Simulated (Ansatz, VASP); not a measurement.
One calculation of MgO, two programs

```
Mg O
1.0
     4.25385    0.00000    0.00000
     0.00000   -4.25385    0.00000
     0.00000    0.00000   -4.25385
Mg O
4 4
Direct
  0.04987 0.04987 0.00000
  0.50000 0.50000 0.00000
  0.50000 0.00000 0.50000
  0.00000 0.50000 0.50000
  0.50000 0.00000 0.00000
  0.00000 0.50000 0.00000
  0.00000 0.00000 0.50000
  0.50000 0.50000 0.50000
```

Alike in both runs: task single point; functional RPBE; k mesh 6 × 6 × 6; occupations gaussian, width 0.05 eV; no spin polarisation.

```csv
,VASP,Ansatz
version,VASP 6.6.1,Ansatz 0.2.0
potentials or method,"VASP PAW PBE potentials, release 64 (Mg, O)","scalar-relativistic, plane waves, PAW"
plane-wave cutoff (eV),520,420
valence electrons in the cell,32,64
```

|  | VASP | Ansatz | Ansatz less VASP |
| --- | --- | --- | --- |
| gap on the k mesh at the Fermi level (eV) | 4.54 | 4.56 | +0.026 |
| pressure (GPa) | 6.3 | 7.1 | +0.89 |
| traceless stress, the component that is largest in VASP (GPa) | -2.29 | -2.28 | +0.004 |
| rms of the force components (eV/Å) | 0.708 | 0.706 | -0.0018 |

VASP's potentials were made for PBE, not for RPBE. Atom by atom the forces differ by 0.003 eV/Å (rms over components). VASP's potentials hold 32 valence electrons a cell and Ansatz's 64, so a difference there can come from the potentials and not from the codes.
